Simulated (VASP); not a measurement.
Write the native input for VASP 6.6.1 that does the following.

| Property | Result |
| --- | --- |
| Task | electric field gradients |
| Functional | PBE |
| Potentials or basis | VASP PAW PBE potentials, release 64 (Rb_sv, Br) |
| Cutoff | 520 eV |
| k mesh | 7 × 7 × 7 |
| Occupations | fermi-dirac, width 0.03 eV |
| Spin | no spin polarisation |
| Dipole correction | no |
| Further INCAR settings | ALGO = Normal; EDIFF = 1e-08; NBANDS = 15 |

The structure of RbBr lies in POSCAR:

```
RbBr
1.0
    0.0000000000      3.4275000000      3.4275000000
    3.4275000000      0.0000000000      3.4275000000
    3.4275000000      3.4275000000      0.0000000000
Rb Br
1 1
Direct
    0.0000000000      0.0000000000      0.0000000000
    0.5043763676      0.5043763676      0.4956236324
```

This cell differs from its parent crystal: atom 2 (Br) moved by [0.0, 0.0, 0.03] A.

One way to write it, as run:

INCAR

```
SYSTEM = RbBr
PREC = Accurate ; ENCUT = 520
EDIFF = 1E-8 ; ISMEAR = -1
SIGMA = 0.03 ; LREAL = .False.
LASPH = .True. ; NELM = 60
ALGO = Normal ; ISIF = 2
LWAVE = .False. ; LCHARG = .False.
GGA = PE ; LEFG = .True.
NBANDS = 15
```

KPOINTS

```
regular mesh
0
Gamma
  7 7 7
  0 0 0
```

Potentials or basis: VASP PAW PBE potentials, release 64 (Rb_sv, Br).

Launch:

```console
$ cat potpaw_PBE.64/Rb_sv/POTCAR potpaw_PBE.64/Br/POTCAR > POTCAR
$ mpirun -np 1 vasp_std > vasp.out
```

It gave:

```yaml
Pressure: 1.0 GPa
Largest_force: 0.038 eV/Å
Band_gap_on_the_k_mesh: 4.36 eV, direct
```

Caveat: the cell differs from its parent crystal (atom 2 (Br) moved by [0.0, 0.0, 0.03] A); without QUAD_EFG the Cq values of the log hold for a quadrupole moment of 1 mb, not for the nuclei.

It took 92 s on 1 thread of Intel Xeon 8259CL (shared host), peak memory 0.22 GiB.
